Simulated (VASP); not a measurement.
# Rb: single point with PBE

Crystal: Rb.

```
Rb
1.0
     0.00000    4.93172    4.93172
     4.93172    0.00000    4.93172
     4.93172    4.93172    0.00000
Rb
2
Direct
  0.87500 0.87500 0.87500
  0.12500 0.12500 0.12500
```

This isn't the form of Rb at room conditions, which is bcc.

- Program: VASP 6.6.1
- Task: single point
- Functional: PBE
- Potentials or basis: VASP PAW PBE potentials, release 64 (Rb_sv)
- Cutoff: 520 eV
- k mesh: 7 × 7 × 7
- Occupations: fermi-dirac, width 0.08 eV
- Spin: no spin polarisation

```json
{"Pressure": "0.2 GPa", "Band gap on the k mesh": "zero (bands 9 and 10 overlap by 0.04 eV)"}
```

Levels at points of the mesh, in eV from the Fermi level:
```tsv
k point	band 7	band 8	band 9	band 10	band 11	band 12
(0.00, 0.00, 0.00)	-13.38	-13.38	-1.70	2.11	2.11	2.11
```

Wall time 57 s on 1 thread of Intel(R) Xeon(R) 6975P-C (Granite Rapids), with other jobs on the host, peak memory 0.4 GiB.
